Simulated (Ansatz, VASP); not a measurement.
# One calculation of Li4NbO4, two programs

INCAR

```
ALGO     = Normal         # electronic algorithm
EDIFF    = 1E-7           # SCF threshold, eV
ENCUT    = 520            # plane-wave cutoff, eV
GGA      = PS             # functional
ISIF     = 2              # what is computed and relaxed
ISMEAR   = 0              # smearing method
LASPH    = True           # aspherical terms in the spheres
LCHARG   = False          # write CHGCAR
LREAL    = False          # projectors in reciprocal space
LWAVE    = False          # write WAVECAR
NBANDS   = 34             # bands
NELM     = 60             # most SCF steps
PREC     = Accurate       # precision mode
SIGMA    = 0.05           # smearing width, eV
```

The input KPOINTS:

```
k-points
0
Gamma
  10 10 10
```

POSCAR

```
Li4NbO4
1.0
   -3.8119495391      3.8119495391      1.6301049253
    3.8119495391     -3.8119495391      1.6301049253
    3.8119495391      3.8119495391     -1.6301049253
Li Nb O
4 1 4
Direct
    0.4138386208      0.2370116581      0.6508502789
    0.8426719780      0.3341549847      0.1768269627
    0.1573280220      0.6658450153      0.8231730373
    0.6658450153      0.8426719780      0.5085169933
    0.0000000000      0.0000000000      0.0000000000
    0.7589255465      0.0797104317      0.8386359782
    0.9202895683      0.7589255465      0.6792151148
    0.0797104317      0.2410744535      0.3207848852
    0.2410744535      0.9202895683      0.1613640218
```

Input for Ansatz:

```yaml
crystal:
  lattice:
    - [-3.8119495391, 3.8119495391, 1.6301049253]
    - [3.8119495391, -3.8119495391, 1.6301049253]
    - [3.8119495391, 3.8119495391, -1.6301049253]
  atoms:
    - { symbol: Li, position: [0.4138386208, 0.2370116581, 0.6508502789] }
    - { symbol: Li, position: [0.842671978, 0.3341549847, 0.1768269627] }
    - { symbol: Li, position: [0.157328022, 0.6658450153, 0.8231730373] }
    - { symbol: Li, position: [0.6658450153, 0.842671978, 0.5085169933] }
    - { symbol: Nb, position: [0.0, 0.0, 0.0] }
    - { symbol: O, position: [0.7589255465, 0.0797104317, 0.8386359782] }
    - { symbol: O, position: [0.9202895683, 0.7589255465, 0.6792151148] }
    - { symbol: O, position: [0.0797104317, 0.2410744535, 0.3207848852] }
    - { symbol: O, position: [0.2410744535, 0.9202895683, 0.1613640218] }
basis:
  ecutwfc: 420
kpoints:
  mp_grid: { grid: [10, 10, 10] }
hamiltonian:
  xc: pbesol
  pseudopotentials: { kind: paw, azcp: { folder: soft_1 } }
scf:
  occupations: { method: gaussian, width: 0.05 }
output:
  forces: true
  stress: true
  eigenvalues: true
```

Alike in both runs: task single point; functional PBEsol; k mesh 10 × 10 × 10; occupations gaussian, width 0.05 eV; no spin polarisation.

```csv
,VASP,Ansatz
version,VASP 6.6.1,Ansatz 0.2.0
potentials or method,"VASP PAW PBE potentials, release 64 (Li_sv, Nb_sv, O), cutoff 520 eV","scalar-relativistic, plane waves, PAW"
valence electrons in the cell,49,49
```

```tsv
	VASP	Ansatz	Ansatz less VASP
rms of the force components (eV/Å)	0.869	0.864	-0.0053
```

VASP's potentials were made for PBE, not for PBEsol, and Ansatz warns of the same on its side. Atom by atom the forces differ by 0.014 eV/Å (rms over components).

Noted on VASP's run: the cutoff is under 1.25 times that of the potentials, so the pressure is a little rough.
